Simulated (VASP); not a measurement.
# Mg6F in VASP: a series of runs

Runs on Mg6F. Level: PBE. Tasks: single point.

Everything below comes from runs of VASP 6.6.1. Logs are shortened: lines on timing, memory, paths and dates and some standing lists are left out, and cuts for length are marked.

### Step 1. The cell of the first run

The cell holds a slab with vacuum, 7 atoms: a = 3.203 Å, b = 7.978 Å, c = 20.985 Å, α = 90.00°, β = 90.00°, γ = 101.58°.

### Step 2. Single point, PBE

INCAR reads:

```
PREC = Accurate
ENCUT = 520
EDIFF = 1E-7
ISMEAR = 0
SIGMA = 0.1
LREAL = False
LASPH = True
NELM = 100
ALGO = Normal
ISIF = 2
LWAVE = False
LCHARG = False
LDIPOL = True
IDIPOL = 3
DIPOL = 0.5 0.5 0.318
GGA = PE
NBANDS = 18
```

KPOINTS reads:

```
Automatic mesh
0
Gamma
  9 4 1
```

POSCAR reads:

```
Mg6F
1.0
    3.2034417932      0.0000000000      0.0000000000
   -1.6017208966      7.8153198520      0.0000000000
    0.0000000000      0.0000000000     20.9851131634
Mg F
6 1
Direct
    0.8493879956      0.6987759913      0.1906113143
    0.5210014932      0.0420029864      0.2197581863
    0.1926149907      0.3852299814      0.2489050583
    0.3710660944      0.7414803149      0.3283003664
    0.0426232582      0.0834482649      0.3542380799
    0.7128162912      0.4251093731      0.3805132287
    0.7128162912      0.5501093731      0.5010748849
```

Potentials or basis: VASP PAW PBE potentials, release 64 (Mg, F).

The run is started by

```sh
$ cat potpaw_PBE.64/Mg/POTCAR potpaw_PBE.64/F/POTCAR > POTCAR
$ mpirun -np 1 vasp_std > vasp.out
```

OUTCAR:

```text
PREC = Accurate
   ENCUT = 520
   EDIFF = 1E-7
   ISMEAR = 0
   LREAL = False
   LASPH = True
   NELM = 100
   ISIF = 2
   GGA = PE

 ion  position               nearest neighbor table
   1  0.849  0.699  0.191-   3 3.17   3 3.17   2 3.18   2 3.18   4 3.32   4 3.32
   2  0.521  0.042  0.220-   3 3.18   3 3.18   1 3.18   1 3.18   5 3.26   5 3.26   4 3.27
   3  0.193  0.385  0.249-   1 3.17   1 3.17   2 3.18   2 3.18   6 3.21   6 3.21   5 3.23   4 3.24

   4  0.371  0.741  0.328-   6 3.14   6 3.14   5 3.16   5 3.16   3 3.24   2 3.27   1 3.32   1 3.32

   5  0.043  0.083  0.354-   6 3.16   4 3.16   6 3.16   4 3.16   3 3.23   2 3.26   2 3.26
   6  0.713  0.425  0.381-   7 2.72   4 3.14   4 3.14   5 3.16   5 3.16   3 3.21   3 3.21
   7  0.713  0.550  0.501-   6 2.72

  LATTYP: Found a base centered orthorhombic cell.
 ALAT       =     3.2034417932
 B/A-ratio  =     4.8793268968
 C/A-ratio  =     6.5508020804

  Lattice vectors:

 A1 = (   1.6017208966,  -7.8153198520,   0.0000000000)
 A2 = (   1.6017208966,   7.8153198520,   0.0000000000)
 A3 = (   0.0000000000,   0.0000000000,  20.9851131634)

Analysis of symmetry for initial positions (statically):
=====================================================================
 Subroutine PRICEL returns:
 Original cell was already a primitive cell.

 Routine SETGRP: Setting up the symmetry group for a
 base centered orthorhombic supercell.

 Subroutine GETGRP returns: Found  1 space group operations
 (whereof  1 operations were pure point group operations)
 out of a pool of  8 trial point group operations.

The static configuration has the point symmetry C_1 .

Analysis of symmetry for dynamics (positions and initial velocities):
=====================================================================
 Subroutine PRICEL returns:
 Original cell was already a primitive cell.

 Routine SETGRP: Setting up the symmetry group for a
 base centered orthorhombic supercell.

 Subroutine GETGRP returns: Found  1 space group operations
 (whereof  1 operations were pure point group operations)
 out of a pool of  8 trial point group operations.

The dynamic configuration has the point symmetry C_1 .

 Subroutine INISYM returns: Found  1 space group operations
 (whereof  1 operations are pure point group operations),
 and found     1 'primitive' translations

----------------------------------------------------------------------------------------

                                     Primitive cell

  volume of cell :     525.3817

[... 126 lines left out ...]
   NUPDOWN=      -1.0000    fix difference up-down
   EMIN   =  10.00;   EMAX   =-10.00  energy-range for DOS
   EFERMI =   0.00;   METHOD = LEGACY
   ISMEAR =     0;   SIGMA  =   0.10  broadening in eV -4-tet -1-fermi 0-gaus
   EFERMI_NEDOS =   21; number of points for ismear=-14 and -15
   IALGO  =     38    algorithm
   IMIX   =      4    mixing-type and parameters
     AMIX     =   0.40;   BMIX     =  1.00
     AMIX_MAG =   1.60;   BMIX_MAG =  1.00
  volume/ion in A,a.u.               =      75.05       506.49
  Fermi-wavevector in a.u.,A,eV,Ry     =   0.541379  1.023057  3.987742  0.293091
  Thomas-Fermi vector in A             =   1.568933
   LORBIT       =      0    0 simple, 1 ext, 2 COOP (PROOUT), +10 PAW based schemes
   GGA     = PE    functional components
   LHFCALC =     F    Hartree Fock is set to
   AEXX    =    0.0000 exact exchange contribution
   IVDW    =     0    specifies the selected vdW correction
   LEPSILON=     F    determine dielectric tensor
   LRPA    =     F    only Hartree local field effects (RPA)
 non-spin polarized calculation
 Gauss-broadening in eV      SIGMA  =   0.10
  energy-cutoff  :      520.00
  volume of cell :      525.38
 maximum number of plane-waves:     14191
   NGX = 11   NGY = 29   NGZ = 79

 number of electron      19.0000001 magnetization

 dipolmoment           0.000000      0.000000      0.677799 electrons x Angstroem

 Free energy of the ion-electron system (eV)
  ---------------------------------------------------
  ext. energy  EPLUGINS =         0.00000000
  ---------------------------------------------------
  free energy    TOTEN  =       -10.23373221 eV

  energy without entropy =      -10.21292352  energy(sigma->0) =      -10.22332786

 E-fermi :  -3.4620     XC(G=0):  -3.2947

 val. band max:       -3.5093992725   @ k =   0.1111  -0.0000   0.0000
 cond. band min:      -3.4619345507   @ k =   0.0000   0.5000   0.0000
 fundamental gap:      0.0474647218
 Fermi energy:        -3.4620153006

 k-point     1 :       0.0000    0.0000    0.0000
  band No.  band energies     occupation
      1     -22.5102      2.00000
      2      -9.5621      2.00000
      3      -7.5329      2.00000
      4      -7.1721      2.00000
      5      -6.8785      2.00000
      6      -5.2092      2.00000
[... 376 lines left out ...]
      5      -4.5065      2.00000
      6      -4.2284      2.00000
[... 10 lines left out ...]
     17      -0.2063      0.00000
     18       0.0054      0.00000

------------------------ aborting loop because EDIFF is reached ----------------------------------------

 vacuum level on the upper side and lower side of the slab       (xc-potential included)         2.370        -2.421

  FORCE on cell =-STRESS in cart. coord.  units (eV):
  Direction    XX          YY          ZZ          XY          YZ          ZX
  --------------------------------------------------------------------------------------
  -------------------------------------------------------------------------------------
  Total       -2.2756170     -1.1755426     -5.9611867     -0.3105504     -1.5920909      0.1572218
  in kB       -6.9396066     -3.5848753    -18.1789335     -0.9470389     -4.8551597      0.4794556
  external PRESSURE =      -9.5678051 kB  Pullay stress =       0.0000000 kB

 VOLUME and BASIS-vectors are now :
 -----------------------------------------------------------------------------
  energy-cutoff  :      520.00
  volume of cell :      525.38
      direct lattice vectors                 reciprocal lattice vectors
     3.203441793  0.000000000  0.000000000     0.312164249  0.063976908  0.000000000
    -1.601720897  7.815319852  0.000000000     0.000000000  0.127953816  0.000000000
     0.000000000  0.000000000 20.985113163     0.000000000  0.000000000  0.047652829

 POSITION                                       TOTAL-FORCE (eV/Angst)
 -----------------------------------------------------------------------------------
      1.60172      5.46116      4.00000         0.000544      0.072877      0.127715
      1.60172      0.32827      4.61165        -0.001808     -0.071097      0.026174
      0.00000      3.01070      5.22330        -0.001000      0.035599     -0.038282
      0.00104      5.79491      6.88942         0.004731      0.048596      0.051957
      0.00288      0.65217      7.43373        -0.001801     -0.051570      0.058535
      1.60256      3.32237      7.98511        -0.062768      0.526479      1.914056
      1.40234      4.29928     10.51511         0.062102     -0.560884     -2.140154
 -----------------------------------------------------------------------------------
    total drift:                                0.000643      0.000095      0.000511

  FREE ENERGIE OF THE ION-ELECTRON SYSTEM (eV)
  ---------------------------------------------------
  free  energy   TOTEN  =       -10.2337322066 eV

  energy  without entropy=      -10.2129235158  energy(sigma->0) =      -10.22332786

 vacuum level on the upper side and lower side of the slab         4.975         0.058
```

It took 11 min on 1 thread of Oxide Virtual Turin-like, shared host; peak memory 0.54 GiB.

What came out:

- Free energy: -10.2337 eV
- Largest force: 2.213 eV/Å
- Band gap on the k mesh: zero (an odd number of electrons rules out a gap without spin polarisation)

Forces on the atoms (eV/Å):
```
Mg   0.001  0.073  0.128
Mg  -0.002 -0.071  0.026
Mg  -0.001  0.036 -0.038
Mg   0.005  0.049  0.052
Mg  -0.002 -0.052  0.059
Mg  -0.063  0.526  1.914
F    0.062 -0.561 -2.140
```

Levels at points of the mesh, in eV from the Fermi level:
```csv
k point,band 7,band 8,band 9,band 10,band 11,band 12
"(0.00, 0.00, 0.00)",-1.55,-0.91,-0.50,-0.22,0.00,1.13
"(0.00, 0.50, 0.00)",-0.91,-0.58,-0.35,-0.17,0.00,0.04
```

Caveat: an odd number of electrons without spin polarisation forces a metal; a magnetic or distorted state may lie lower.

### Step 3. Single point, PBE

INCAR reads:

```
PREC = Accurate ; ENCUT = 520
EDIFF = 1E-6 ; ISMEAR = 0
SIGMA = 0.1 ; LREAL = F
LASPH = T ; NELM = 80
ALGO = Normal ; ISIF = 2
LWAVE = F ; LCHARG = F
LDIPOL = T ; IDIPOL = 3
DIPOL = 0.5 0.5 0.326 ; GGA = PE
NBANDS = 18
```

KPOINTS reads:

```
regular mesh
0
Gamma
  9 4 1
```

Changes to POSCAR since step 2:

```diff
@@ -14,2 +14,2 @@
     0.7128162912      0.4251093731      0.3805132287
-    0.7128162912      0.5501093731      0.5010748849
+    0.7128162912      0.5501093731      0.5582582792
```

Potentials or basis: VASP PAW PBE potentials, release 64 (Mg, F).

The run is started by

```sh
$ cat potpaw_PBE.64/Mg/POTCAR potpaw_PBE.64/F/POTCAR > POTCAR
$ mpirun -np 1 vasp_std > vasp.out
```

Run time: 9.1 min. Hardware: 1 thread of Oxide Virtual Turin-like, shared host; peak memory 0.54 GiB.

The run converged. Its results:

```yaml
Free_energy: -8.7104 eV
Largest_force: 0.652 eV/Å
Band_gap_on_the_k_mesh: zero (an odd number of electrons rules out a gap without spin polarisation)
```

Forces in eV/Å, atoms in the order of the input:
```
Mg   0.000  0.040  0.122
Mg  -0.001 -0.055  0.032
Mg   0.001  0.023 -0.117
Mg   0.000  0.026 -0.001
Mg  -0.001 -0.033  0.056
Mg  -0.006  0.091  0.555
F    0.007 -0.092 -0.646
```

Levels at points of the mesh, in eV from the Fermi level:
```csv
k point,band 8,band 9,band 10,band 11,band 12,band 13
"(0.00, 0.00, 0.00)",-0.61,-0.23,-0.19,0.07,1.00,1.37
"(0.00, 0.50, 0.00)",-0.44,-0.32,-0.18,-0.15,0.07,1.18
```

Caveat: an odd number of electrons without spin polarisation forces a metal; a magnetic or distorted state may lie lower.

### Step 4. Single point, PBE

INCAR reads:

```
SYSTEM = Mg6F
PREC     = Accurate       ! precision mode
ENCUT    = 520            ! plane-wave cutoff, eV
EDIFF    = 1E-6           ! SCF threshold, eV
ISMEAR   = 0              ! smearing method
SIGMA    = 0.1            ! smearing width, eV
LREAL    = .False.        ! projectors in reciprocal space
LASPH    = .True.         ! aspherical terms in the spheres
NELM     = 80             ! most SCF steps
ALGO     = Normal         ! electronic algorithm
ISIF     = 2              ! what is computed and relaxed
LWAVE    = .False.        ! write WAVECAR
LCHARG   = .False.        ! write CHGCAR
LDIPOL   = .True.       
IDIPOL   = 3            
DIPOL    = 0.5 0.5 0.304
GGA      = PE             ! functional
NBANDS   = 18             ! bands
```

KPOINTS reads:

```
regular mesh
0
Gamma
  9 4 1
  0 0 0
```

Changes to POSCAR since step 3:

```diff
@@ -14,2 +14,2 @@
     0.7128162912      0.4251093731      0.3805132287
-    0.7128162912      0.5501093731      0.5582582792
+    0.7128162912      0.8001093731      0.4043396429
```

The run is started by

```sh
$ cat potpaw_PBE.64/Mg/POTCAR potpaw_PBE.64/F/POTCAR > POTCAR
$ mpirun -np 1 vasp_std > vasp.out
```

It took 6.6 min on 1 thread of Oxide Virtual Turin-like, shared host; peak memory 0.53 GiB.

It converged, with:

```
Free energy            : -13.1067 eV
Largest force          : 0.834 eV/Å
Band gap on the k mesh : zero (an odd number of electrons rules out a gap without spin polarisation)
```

Forces in eV/Å, atoms in the order of the input:
```
Mg   0.007  0.065  0.192
Mg  -0.022 -0.067  0.119
Mg  -0.015  0.171 -0.123
Mg  -0.063  0.098  0.263
Mg  -0.192 -0.328  0.250
Mg  -0.056 -0.190  0.017
F    0.341  0.251 -0.718
```

Levels at points of the mesh, in eV from the Fermi level:
```tsv
k point	band 6	band 7	band 8	band 9	band 10	band 11	band 12	band 13	band 14	band 15
(0.00, 0.00, 0.00)	-4.12	-3.41	-2.77	-1.61	-1.11	0.08	1.04	1.48	2.85	3.21
(0.00, 0.50, 0.00)	-4.41	-3.23	-2.63	-0.71	-0.60	-0.21	0.06	1.69	2.21	2.60
```

Caveat: an odd number of electrons without spin polarisation forces a metal; a magnetic or distorted state may lie lower.

### Step 5. The runs side by side

| cell | gap on the mesh (eV) | largest force (eV/Å) |
| --- | --- | --- |
| as given, atomic positions A | none | 2.21 |
| as given, atomic positions B | none | 0.65 |
| as given, atomic positions C | none | 0.83 |

Alike in all rows: task single point; level PBE; potentials or basis VASP PAW PBE potentials, release 64 (Mg, F); no spin polarisation; k mesh 9 × 4 × 1; cutoff (eV) 520; smearing gaussian 0.1 eV.

Caveats: an odd number of electrons without spin polarisation forces a metal; a magnetic or distorted state may lie lower.

Absolute energies hang on the potentials; compare differences alone.
